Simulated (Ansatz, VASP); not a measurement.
# One calculation of ZnS, two programs

```
CELL_PARAMETERS angstrom
4.05044 0.00000 0.00000
-2.02522 3.50778 0.00000
0.00000 0.00000 11.05121
ATOMIC_POSITIONS crystal
Zn 0.00000 0.00000 0.00005
Zn 0.00000 0.00000 0.50005
Zn 0.33333 0.66667 0.25002
Zn 0.66667 0.33333 0.75002
S 0.00000 0.00000 0.18729
S 0.00000 0.00000 0.68729
S 0.33333 0.66667 0.43764
S 0.66667 0.33333 0.93764
```

Alike in both runs: task single point; functional PBE; k mesh 9 × 9 × 4; occupations gaussian, width 0.05 eV; no spin polarisation.

|  | VASP | Ansatz |
| --- | --- | --- |
| version | VASP 6.6.1 | Ansatz 0.2.0 |
| potentials or method | VASP PAW PBE potentials, release 64 (Zn, S), cutoff 520 eV | scalar-relativistic, plane waves, PAW |
| valence electrons in the cell | 72 | 72 |

```tsv
	VASP	Ansatz	Ansatz less VASP
gap on the k mesh at the Fermi level (eV)	1.91	1.91	-0.003
least direct gap on the mesh (eV)	1.91	1.91	-0.003
pressure (GPa)	7.1	6.9	-0.19
traceless stress, the component that is largest in VASP (GPa)	22.38	22.32	-0.064
rms of the force components (eV/Å)	1.430	1.423	-0.0070
```

Atom by atom the forces differ by 0.007 eV/Å (rms over components). With one functional, cell and mesh, what is left measures potentials, basis and numerics.
